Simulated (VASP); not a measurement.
# Al in VASP: further runs, part 2 of 2

VASP 6.6.1. The steps go on from the part before.

### Step 3. Single point, PBEsol (strain +0.030 along x and y, +0.030 along z)

File INCAR:

```
ALGO     = Normal         # electronic algorithm
EDIFF    = 1E-7           # SCF threshold, eV
ENCUT    = 520            # plane-wave cutoff, eV
GGA      = PS             # functional
ISIF     = 2              # what is computed and relaxed
ISMEAR   = 0              # smearing method
LASPH    = True           # aspherical terms in the spheres
LCHARG   = False          # write CHGCAR
LREAL    = False          # projectors in reciprocal space
LWAVE    = False          # write WAVECAR
NBANDS   = 8              # bands
NELM     = 100            # most SCF steps
PREC     = Accurate       # precision mode
SIGMA    = 0.15           # smearing width, eV
```

File KPOINTS:

```
k-points
0
Gamma
  20 20 20
```

File POSCAR:

```
Al
1.0
    0.0000000000      2.0846994000      2.0846994000
    2.0846994000      0.0000000000      2.0846994000
    2.0846994000      2.0846994000      0.0000000000
Al
1
Direct
    0.0000000000      0.0000000000      0.0000000000
```

Potentials or basis: VASP PAW PBE potentials, release 64 (Al).

Command:

```
$ cat potpaw_PBE.64/Al/POTCAR > POTCAR
$ mpirun -np 1 vasp_std > vasp.out
```

OUTCAR:

```text
EDIFF = 1E-7
   ENCUT = 520
   GGA = PS
   ISIF = 2
   ISMEAR = 0
   LASPH = True
   LREAL = False
   NELM = 100
   PREC = Accurate

 ion  position               nearest neighbor table
   1  0.000  0.000  0.000-

  LATTYP: Found a face centered cubic cell.
 ALAT       =     4.1693988000

  Lattice vectors:

 A1 = (   0.0000000000,   2.0846994000,   2.0846994000)
 A2 = (   2.0846994000,   0.0000000000,   2.0846994000)
 A3 = (   2.0846994000,   2.0846994000,   0.0000000000)

Analysis of symmetry for initial positions (statically):
=====================================================================
 Subroutine PRICEL returns:
 Original cell was already a primitive cell.

 Routine SETGRP: Setting up the symmetry group for a
 face centered cubic supercell.

 Subroutine GETGRP returns: Found 48 space group operations
 (whereof 48 operations were pure point group operations)
 out of a pool of 48 trial point group operations.

The static configuration has the point symmetry O_h .

Analysis of symmetry for dynamics (positions and initial velocities):
=====================================================================
 Subroutine PRICEL returns:
 Original cell was already a primitive cell.

 Routine SETGRP: Setting up the symmetry group for a
 face centered cubic supercell.

 Subroutine GETGRP returns: Found 48 space group operations
 (whereof 48 operations were pure point group operations)
 out of a pool of 48 trial point group operations.

The dynamic configuration has the point symmetry O_h .

 Subroutine INISYM returns: Found 48 space group operations
 (whereof 48 operations are pure point group operations),
 and found     1 'primitive' translations

----------------------------------------------------------------------------------------

                                     Primitive cell

  volume of cell :      18.1201
[... 102 lines left out ...]
   ISMEAR =     0;   SIGMA  =   0.15  broadening in eV -4-tet -1-fermi 0-gaus
   EFERMI_NEDOS =   21; number of points for ismear=-14 and -15
   IALGO  =     38    algorithm
   IMIX   =      4    mixing-type and parameters
     AMIX     =   0.40;   BMIX     =  1.00
     AMIX_MAG =   1.60;   BMIX_MAG =  1.00
  volume/ion in A,a.u.               =      18.12       122.28
  Fermi-wavevector in a.u.,A,eV,Ry     =   0.898935  1.698742 10.994662  0.808085
  Thomas-Fermi vector in A             =   2.021707
   LORBIT       =      0    0 simple, 1 ext, 2 COOP (PROOUT), +10 PAW based schemes
   GGA     = PS    functional components
   LHFCALC =     F    Hartree Fock is set to
   AEXX    =    0.0000 exact exchange contribution
   IVDW    =     0    specifies the selected vdW correction
   LEPSILON=     F    determine dielectric tensor
   LRPA    =     F    only Hartree local field effects (RPA)
 non-spin polarized calculation
 Gauss-broadening in eV      SIGMA  =   0.15
  energy-cutoff  :      520.00
  volume of cell :       18.12
 maximum number of plane-waves:       531
 NGX is ok and might be reduce to    24
   NGX = 11   NGY = 11   NGZ = 11

 number of electron       3.0000000 magnetization

 Free energy of the ion-electron system (eV)
  ---------------------------------------------------
  ext. energy  EPLUGINS =         0.00000000
  ---------------------------------------------------
  free energy    TOTEN  =        -4.04668484 eV

  energy without entropy =       -4.04169071  energy(sigma->0) =       -4.04418778

 E-fermi :   7.0316     XC(G=0):  -9.9206

 val. band max:        7.0293270325   @ k =  -0.4000   0.4000   0.0000
 cond. band min:       7.0490426135   @ k =  -0.3500   0.4000   0.1000
 fundamental gap:      0.0197155810
 Fermi energy:         7.0316339102

 k-point     1 :       0.0000    0.0000    0.0000
  band No.  band energies     occupation
      1      -3.4907      2.00000
      2      19.1010      0.00000
      3      19.1010      0.00000
      4      19.1010      0.00000
      5      19.9149      0.00000
      6      19.9149      0.00000
      7      19.9149      0.00000
      8      22.8255      0.00000
[... 243 lines left out ...]
 k-point    24 :      -0.3500    0.0500    0.0000
  band No.  band energies     occupation
      1      -0.0390      2.00000
      2       6.4870      2.00000
      3      15.7281      0.00000
      4      17.8452      0.00000
      5      18.5033      0.00000
      6      19.5005      0.00000
      7      21.0150      0.00000
      8      23.5397      0.00000

 [... further k-points ...]
[... 5 lines left out ...]
  --------------------------------------------------------------------------------------
  -------------------------------------------------------------------------------------
  Total       -0.7983927     -0.7983927     -0.7983927      0.0000000      0.0000000     -0.0000000
  in kB      -70.5938413    -70.5938413    -70.5938413      0.0000000      0.0000000     -0.0000000
  external PRESSURE =     -70.5938413 kB  Pullay stress =       0.0000000 kB

 VOLUME and BASIS-vectors are now :
 -----------------------------------------------------------------------------
  energy-cutoff  :      520.00
  volume of cell :       18.12
      direct lattice vectors                 reciprocal lattice vectors
     0.000000000  2.084699400  2.084699400    -0.239842732  0.239842732  0.239842732
     2.084699400  0.000000000  2.084699400     0.239842732 -0.239842732  0.239842732
     2.084699400  2.084699400  0.000000000     0.239842732  0.239842732 -0.239842732

 POSITION                                       TOTAL-FORCE (eV/Angst)
 -----------------------------------------------------------------------------------
      0.00000      0.00000      0.00000        -0.000000     -0.000000      0.000000
 -----------------------------------------------------------------------------------
    total drift:                               -0.000000      0.000000     -0.000000

  FREE ENERGIE OF THE ION-ELECTRON SYSTEM (eV)
  ---------------------------------------------------
  free  energy   TOTEN  =        -4.0466848415 eV

  energy  without entropy=       -4.0416907096  energy(sigma->0) =       -4.04418778
```

OSZICAR:

```text
N       E                     dE             d eps       ncg     rms          rms(c)
DAV:   1    -0.270020172607E+01   -0.27002E+01   -0.77984E+02  4104   0.195E+02
DAV:   2    -0.406650635938E+01   -0.13663E+01   -0.13209E+01  5664   0.181E+01
DAV:   3    -0.407402813042E+01   -0.75218E-02   -0.75128E-02  5336   0.152E+00
DAV:   4    -0.407404744932E+01   -0.19319E-04   -0.19319E-04  6328   0.664E-02
DAV:   5    -0.407404750636E+01   -0.57039E-07   -0.57729E-07  5376   0.213E-03    0.124E+00
DAV:   6    -0.405765223131E+01    0.16395E-01   -0.28402E-03  5416   0.217E-01    0.707E-01
DAV:   7    -0.404670182049E+01    0.10950E-01   -0.76253E-03  5216   0.345E-01    0.146E-01
DAV:   8    -0.404668588871E+01    0.15932E-04   -0.20680E-05  5928   0.323E-02    0.523E-03
DAV:   9    -0.404668525815E+01    0.63056E-06   -0.46384E-07  5840   0.276E-03    0.101E-03
DAV:  10    -0.404668485542E+01    0.40273E-06   -0.72674E-09  5224   0.507E-04    0.805E-05
DAV:  11    -0.404668484151E+01    0.13904E-07   -0.23443E-10  3120   0.822E-05
   1 F= -.40466848E+01 E0= -.40441878E+01  d E =-.499413E-02
```

stdout:

```text
POSCAR found type information on POSCAR Al
 POSCAR found :  1 types and       1 ions
 scaLAPACK will be used
 -----------------------------------------------------------------------------
|                                                                             |
|                                                                             |
|     You enforced a specific xc type in the INCAR file but a different       |
|     I HOPE YOU KNOW WHAT YOU ARE DOING!                                     |
|                                                                             |
 -----------------------------------------------------------------------------

 LDA part: xc-table for (Slater+PW92), standard interpolation
 POSCAR, INCAR and KPOINTS ok, starting setup
 FFT: planning ... GRIDC
 FFT: planning ... GRID_SOFT
 FFT: planning ... GRID
 WAVECAR not read
 entering main loop
```

Run time: 40 s. Hardware: 1 thread of AMD EPYC 7R43 (Zen 3), shared host; peak memory 0.11 GiB.

What came out:

```yaml
Free_energy: -4.0467 eV
Pressure: -7.1 GPa
```

Caveat: the cell differs from its parent crystal (strain +0.030 along x and y, +0.030 along z); the PAW data sets were made with another functional, which shifts forces and pressure a little.

### Step 4. Single point, PBEsol (strain -0.030 along x and y, -0.015 along z)

File INCAR:

```
SYSTEM = Al
ALGO = Normal
EDIFF = 1E-7
ENCUT = 520
GGA = PS
ISIF = 2
ISMEAR = 0
LASPH = .TRUE.
LCHARG = .FALSE.
LREAL = .FALSE.
LWAVE = .FALSE.
NBANDS = 8
NELM = 80
PREC = Accurate
SIGMA = 0.15
```

File KPOINTS:

```
k-points
0
G
  20 20 20
  0 0 0
```

File POSCAR:

```
Al
1.0
    0.0000000000      1.9632606000      1.9936203000
    1.9632606000      0.0000000000      1.9936203000
    1.9632606000      1.9632606000      0.0000000000
Al
1
Direct
    0.0000000000      0.0000000000      0.0000000000
```

Command:

```
$ cat potpaw_PBE.64/Al/POTCAR > POTCAR
$ mpirun -np 1 vasp_std > vasp.out
```

Wall time 98 s (1 thread of AMD EPYC 7R43 (Zen 3), shared host); peak memory 0.15 GiB.

The run converged. Its results:

- Free energy: -4.0821 eV
- Pressure: 4.8 GPa

Stress tensor (GPa, compression positive):
```
5.05 0.00 0.00
0.00 5.05 0.00
0.00 0.00 4.28
```

Levels at points of the mesh, in eV from the Fermi level:
| k point | band 1 | band 2 | band 3 | band 4 |
| --- | --- | --- | --- | --- |
| (0.00, 0.00, 0.00) | -11.67 | 12.84 | 13.02 | 13.02 |
| (0.50, 0.00, 0.00) | -4.92 | -4.51 | 11.54 | 11.91 |
| (0.50, 0.50, 0.00) | -3.28 | -1.88 | 5.36 | 6.09 |
| (0.50, 0.00, 0.50) | -3.05 | -1.56 | 5.17 | 5.74 |

Caveat: the cell differs from its parent crystal (strain -0.030 along x and y, -0.015 along z); the PAW data sets were made with another functional, which shifts forces and pressure a little.

### Step 5. Single point, PBEsol (strain -0.030 along x and y, +0.000 along z)

File INCAR:

```
SYSTEM = Al
  ALGO = Fast
  EDIFF = 1E-6
  ENCUT = 520
  GGA = PS
  ISIF = 2
  ISMEAR = 0
  LASPH = .True.
  LCHARG = .True.
  LELF = .True.
  LREAL = .False.
  LVHAR = .True.
  LWAVE = .False.
  NBANDS = 8
  NELM = 100
  PREC = Accurate
  SIGMA = 0.15
```

File KPOINTS:

```
k-points
0
Gamma
  20 20 20
  0 0 0
```

File POSCAR:

```
Al
1.0
    0.0000000000      1.9632606000      2.0239800000
    1.9632606000      0.0000000000      2.0239800000
    1.9632606000      1.9632606000      0.0000000000
Al
1
Direct
    0.0000000000      0.0000000000      0.0000000000
```

Command:

```
$ cat potpaw_PBE.64/Al/POTCAR > POTCAR
$ mpirun -np 1 vasp_std > vasp.out
```

Run time: 1.9 min. Hardware: 1 thread of AMD EPYC 7R43 (Zen 3), shared host; peak memory 0.15 GiB.

Results (log left out):

| Property | Result |
| --- | --- |
| Free energy | -4.0868 eV |
| Pressure | 3.3 GPa |

Stress tensor (GPa, compression positive):
```
4.01 0.00 0.00
0.00 4.01 0.00
0.00 0.00 2.01
```

Levels at points of the mesh, in eV from the Fermi level:
```tsv
k point	band 1	band 2	band 3	band 4	band 5
(0.00, 0.00, 0.00)	-11.55	12.66	13.01	13.01	14.78
(0.50, 0.00, 0.00)	-4.85	-4.48	11.29	11.52	12.03
(0.50, 0.50, 0.00)	-3.38	-2.07	5.48	6.22	6.22
(0.50, 0.00, 0.50)	-2.93	-1.44	5.13	5.54	5.75
```

Caveat: the cell differs from its parent crystal (strain -0.030 along x and y, +0.000 along z); the PAW data sets were made with another functional, which shifts forces and pressure a little.

### Step 6. Single point, PBEsol (strain -0.015 along x and y, -0.030 along z)

File INCAR:

```
  PREC = Accurate
  ENCUT = 520
  EDIFF = 1E-6
  ISMEAR = 0
  SIGMA = 0.15
  LREAL = False
  LASPH = True
  NELM = 60
  ALGO = Fast
  ISIF = 2
  LWAVE = False
  LCHARG = False
  GGA = PS
  NBANDS = 8
```

File KPOINTS:

```
regular mesh
0
Gamma
  20 20 20
```

File POSCAR:

```
Al
1.0
    0.0000000000      1.9936203000      1.9632606000
    1.9936203000      0.0000000000      1.9632606000
    1.9936203000      1.9936203000      0.0000000000
Al
1
Direct
    0.0000000000      0.0000000000      0.0000000000
```

Potentials or basis: VASP PAW PBE potentials, release 64 (Al).

Command:

```
$ cat potpaw_PBE.64/Al/POTCAR > POTCAR
$ mpirun -np 1 vasp_std > vasp.out
```

It took 1.8 min on 1 thread of AMD EPYC 7R43 (Zen 3), shared host; peak memory 0.15 GiB.

Results (log left out):

```
Free energy : -4.0882 eV
Pressure    : 3.3 GPa
```

Stress tensor (GPa, compression positive):
```
3.10 0.00 0.00
0.00 3.10 0.00
0.00 0.00 3.60
```

Levels at points of the mesh, in eV from the Fermi level:
```tsv
k point	band 1	band 2	band 3	band 4	band 5
(0.00, 0.00, 0.00)	-11.55	12.82	12.82	12.99	14.76
(0.50, 0.00, 0.00)	-4.85	-4.49	11.48	11.77	11.83
(0.50, 0.50, 0.00)	-2.93	-1.45	5.11	5.62	5.62
(0.50, 0.00, 0.50)	-3.17	-1.76	5.29	5.87	5.97
```

Caveat: the cell differs from its parent crystal (strain -0.015 along x and y, -0.030 along z); the PAW data sets were made with another functional, which shifts forces and pressure a little.

### Step 7. Summary

```csv
cell,gap on the mesh (eV),pressure (GPa)
"a = 2.905 Å, angles 60.0°, 1 atom",none,-4.8
"a = 2.948 Å, angles 60.0°, 1 atom",none,-7.1
"a = 2.798, b = 2.798, c = 2.776 Å, angles 60.3, 60.3, 59.5°, 1 atom",none,4.8
"a = 2.820, b = 2.820, c = 2.776 Å, angles 60.5, 60.5, 59.0°, 1 atom",none,3.3
"a = 2.798, b = 2.798, c = 2.819 Å, angles 59.7, 59.7, 60.5°, 1 atom",none,3.3
```

Alike in all rows: task single point; level PBEsol; potentials or basis VASP PAW PBE potentials, release 64 (Al); no spin polarisation; k mesh 20 × 20 × 20; cutoff (eV) 520; smearing gaussian 0.15 eV.

Caveats: the PAW data sets were made with another functional, which shifts forces and pressure a little.

Total energies depend on the potentials used, so only differences within one code and one set of settings carry meaning.
